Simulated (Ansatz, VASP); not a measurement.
**Hg: VASP beside Ansatz**

INCAR

```
  ALGO = Normal
  EDIFF = 1E-6
  EDIFFG = -0.005
  ENCUT = 600
  IBRION = 2
  ISIF = 3
  ISMEAR = -1
  LASPH = True
  LCHARG = False
  LREAL = False
  LWAVE = False
  NELM = 80
  NSW = 60
  PREC = Accurate
  SIGMA = 0.05
```

The input KPOINTS:

```
k-points
0
Gamma
  15 15 8
```

File POSCAR:

```
Hg
1.0
    3.1862461845      0.0000000000      0.0000000000
   -1.5931230922      2.7593701385      0.0000000000
    0.0000000000      0.0000000000      5.1617188189
Hg
2
Direct
    0.3333333333      0.6666666667      0.2500000000
    0.6666666667      0.3333333333      0.7500000000
```

Input for Ansatz:

```yaml
crystal:
  lattice:
    - [3.1862461845, 0.0, 0.0]
    - [-1.5931230922, 2.7593701385, 0.0]
    - [0.0, 0.0, 5.1617188189]
  atoms:
    - { symbol: Hg, position: [0.3333333333, 0.6666666667, 0.25] }
    - { symbol: Hg, position: [0.6666666667, 0.3333333333, 0.75] }
kpoints:
  mp_grid: { grid: [15, 15, 8] }
scf:
  occupations: { method: fermi_dirac, width: 0.05 }
hamiltonian:
  xc: lda
  pseudopotentials: { kind: paw }
output:
  forces: true
  stress: true
  write_density: true
  write_potential: true
  elf: true
  volumetric_format: npy
relax:
  f_tol: 0.005
  max_steps: 40
  cell: {}
```

Alike in both runs: task relaxation of cell and atoms; functional LDA; k mesh 15 × 15 × 8; occupations fermi-dirac, width 0.05 eV; no spin polarisation.

```csv
,VASP,Ansatz
version,VASP 6.6.1,Ansatz 0.2.0
potentials or method,"VASP PAW LDA potentials, release 64 (Hg)","PAW with Ansatz's default frozen-core files, scalar-relativistic"
plane-wave cutoff (eV),600,420
valence electrons in the cell,24,40
```

```tsv
	VASP	Ansatz	Ansatz less VASP
relaxed volume (Å³/atom)	22.40	22.11	-0.290
relaxed cell length with the largest relative difference (Å)	3.194	3.179	-0.0147
```

LDA's correlation is that of Perdew and Zunger in VASP and of Perdew and Wang (1992) in Ansatz. VASP's potentials hold 24 valence electrons a cell and Ansatz's 40, so a difference there can come from the potentials and not from the codes.

Spin-orbit coupling is off throughout.
